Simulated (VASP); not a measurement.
A run of VASP 6.6.1 is set up as follows.

File INCAR:

```
SYSTEM = Ti4B
PREC = Accurate
ENCUT = 520
EDIFF = 1E-6
ISMEAR = 0
SIGMA = 0.1
LREAL = .FALSE.
LASPH = .TRUE.
NELM = 80
ALGO = Normal
ISIF = 2
LWAVE = .FALSE.
LCHARG = .FALSE.
GGA = PE
NBANDS = 34
```

The input KPOINTS:

```
regular mesh
0
G
  4 4 4
  0 0 0
```

Contents of POSCAR:

```
Ti4B
1.0
    4.3883670381      0.0000000000      0.0000000000
    0.0000000000      4.3883670381      0.0000000000
    0.0000000000      0.0000000000      4.3883670381
Ti B
4 1
Direct
    0.2698278044      0.2698278044      0.2698278044
    0.7301721956      0.7301721956      0.2698278044
    0.2698278044      0.7301721956      0.7301721956
    0.7301721956      0.2698278044      0.7301721956
    0.0000000000      0.0000000000      0.0000000000
```

Potentials or basis: VASP PAW PBE potentials, release 64 (Ti_sv, B).

Launch:

```console
$ cat potpaw_PBE.64/Ti_sv/POTCAR potpaw_PBE.64/B/POTCAR > POTCAR
$ mpirun -np 1 vasp_std > vasp.out
```

Problem. What does it give for the band gap on the k mesh?

Solution. Zero (an odd number of electrons rules out a gap without spin polarisation).

Problem. What does it give for the pressure?

Solution. 0.2 GPa.

Problem. Estimate the largest force.

Solution. 0.023 eV/Å.

Forces in eV/Å, atoms in the order of the input:
```
Ti   0.013  0.013  0.013
Ti  -0.013 -0.013  0.013
Ti   0.013 -0.013 -0.013
Ti  -0.013  0.013 -0.013
B    0.000  0.000  0.000
```
